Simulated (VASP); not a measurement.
Set up this calculation in VASP 6.6.1, as the native input.

```
Task                               : single point
Functional                         : PBE0
Potentials or basis                : VASP PAW PBE potentials, release 64 (Pb_d, F)
Cutoff                             : 520 eV
k mesh                             : 6 × 6 × 6
Occupations                        : fermi-dirac, width 0.05 eV
Spin                               : no spin polarisation
Dipole correction                  : no
Grid for exact exchange (PRECFOCK) : Normal
Further INCAR settings             : ALGO = Normal; EDIFF = 1e-06; NBANDS = 21
Share of exact exchange            : 0.25
```

The system is PbF2.

```xyz
3
Lattice="0.0000 2.9637 2.9637 2.9637 0.0000 2.9637 2.9637 2.9637 0.0000" Properties=species:S:1:pos:R:3 pbc="T T T"
Pb    0.0000    0.0000    0.0000
F     4.4455    4.4455    4.4455
F     1.4818    1.4818    1.4818
```

These files were run (other wordings do the same):

POSCAR

```
PbF2
1.0
    0.0000000000      2.9636600000      2.9636600000
    2.9636600000      0.0000000000      2.9636600000
    2.9636600000      2.9636600000      0.0000000000
Pb F
1 2
Direct
    0.0000000000      0.0000000000      0.0000000000
    0.7500000000      0.7500000000      0.7500000000
    0.2500000000      0.2500000000      0.2500000000
```

INCAR.step1

```
ALGO = Normal
EDIFF = 1E-5
ENCUT = 520
GGA = PE
GGA_COMPAT = F
ISIF = 2
ISMEAR = -1
KPAR = 4
LASPH = T
LREAL = F
LWAVE = T
NBANDS = 21
NELM = 120
PREC = Accurate
SIGMA = 0.05
```

INCAR.step2

```
AEXX = 0.25
ALGO = Normal
EDIFF = 1E-6
ENCUT = 520
GGA = PE
GGA_COMPAT = F
ISIF = 2
ISMEAR = -1
ISTART = 1
KPAR = 4
LASPH = T
LCHARG = T
LHFCALC = T
LREAL = F
LVHAR = T
LWAVE = F
NBANDS = 21
NELM = 120
PREC = Accurate
PRECFOCK = Normal
SIGMA = 0.05
```

KPOINTS

```
k-points
0
Gamma
  6 6 6
```

Potentials or basis: VASP PAW PBE potentials, release 64 (Pb_d, F).

Command:

```sh
$ cat potpaw_PBE.64/Pb_d/POTCAR potpaw_PBE.64/F/POTCAR > POTCAR
$ cp INCAR.step1 INCAR
$ mpirun -np 4 vasp_std > vasp.out
$ cp INCAR.step2 INCAR
$ mpirun -np 4 vasp_std > vasp.out
```

Results of the run:

```json
{
  "Pressure": "0.7 GPa",
  "Band gap on the k mesh": "6.49 eV (least direct gap 6.59 eV)"
}
```

Caveat: the PAW data sets were made with another functional, which shifts forces and pressure a little; spin-orbit coupling is left out, which moves the levels of the heavy elements.

Wall time 31 min on 4 MPI ranks on Intel(R) Xeon(R) Platinum 8488C (Sapphire Rapids) (shared host), peak memory 0.2 GiB a rank.
